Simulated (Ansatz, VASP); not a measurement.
## Two plane-wave programs on W

```
W
1.0
     2.80966    0.00000    0.00000
     0.00000    4.86387    0.00000
     0.00000    0.00000    4.92370
W
4
Direct
  0.79317 0.56316 0.25000
  0.20683 0.06316 0.25000
  0.20683 0.43684 0.75000
  0.79317 0.93684 0.75000
```

Alike in both runs: task single point; functional PBEsol; k mesh 8 × 5 × 4; occupations fermi-dirac, width 0.1 eV; no spin polarisation.

```csv
,VASP,Ansatz
version,VASP 6.6.1,Ansatz 0.2.0
potentials or method,"VASP PAW PBE potentials, release 64 (W_sv)","plane waves, PAW"
plane-wave cutoff (eV),520,420
valence electrons in the cell,56,56
```

```csv
,VASP,Ansatz,Ansatz less VASP
rms of the force components (eV/Å),0.044,0.042,-0.0021
```

VASP's potentials were made for PBE, not for PBEsol. Atom by atom the forces differ by 0.002 eV/Å (rms over components). With one functional, cell and mesh, what is left measures potentials, basis and numerics.

Neither program's run includes spin-orbit coupling.
